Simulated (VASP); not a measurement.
The system is Se.

```
Se
1.0
     4.36620    0.00000    0.00000
    -2.18310    3.78124    0.00000
     0.00000    0.00000    4.95360
Se
3
Direct
  0.22540 0.00000 0.83333
  0.00000 0.22540 0.16667
  0.77460 0.77460 0.50000
```

* Program: VASP 6.6.1
* Task: relaxation of cell and atoms
* Functional: PBE
* Potentials or basis: VASP PAW PBE potentials, release 64 (Se)
* Cutoff: 600 eV
* k mesh: 12 × 12 × 8
* Occupations: gaussian, width 0.05 eV
* Spin: no spin polarisation

At the start: pressure 2.9 GPa; volume 27.26 Å³/atom.

Task: Where does the relaxation end?

Result: Over 15 steps the energy falls by 13.6 meV/atom and the volume is 29.81 Å³/atom (+9.4 %); space group P3_121 (No. 152, to 0.05 Å).

Step by step:
| step | energy change (eV) | largest force (eV/Å) | pressure (GPa) | volume (Å³) |
| --- | --- | --- | --- | --- |
| 1 | 0.0000 | 0.4335 | 2.91 | 81.78 |
| 2 | -0.0048 | 0.5159 | -2.12 | 87.77 |
| 3 | -0.0350 | 0.0942 | 0.11 | 84.78 |
| 4 | -0.0350 | 0.0850 | 0.15 | 84.72 |
| 5 | -0.0363 | 0.0652 | 0.13 | 85.00 |
| 6 | -0.0378 | 0.0064 | 0.09 | 85.80 |
| 7 | -0.0383 | 0.0174 | 0.02 | 86.18 |
| 8 | -0.0392 | 0.0510 | -0.18 | 87.33 |
| 9 | -0.0389 | 0.1146 | -0.51 | 89.64 |
| 10 | -0.0394 | 0.0759 | -0.33 | 88.30 |
| 11 | -0.0396 | 0.0724 | -0.31 | 88.36 |
| 12 | -0.0399 | 0.0598 | -0.26 | 88.55 |
| 13 | -0.0404 | 0.0347 | -0.15 | 88.93 |
| 14 | -0.0406 | 0.0192 | 0.08 | 89.69 |
| 15 | -0.0407 | 0.0001 | 0.00 | 89.43 |

Final structure:
```yaml
crystal:
  lattice:
    - [4.52364, 0.00000, 0.00000]
    - [-2.26182, 3.91759, 0.00000]
    - [0.00000, 0.00000, 5.04659]
  atoms:
    - { symbol: Se, position: [0.21900, 0.00000, 0.83333] }
    - { symbol: Se, position: [0.00000, 0.21900, 0.16667] }
    - { symbol: Se, position: [0.78100, 0.78100, 0.50000] }
```
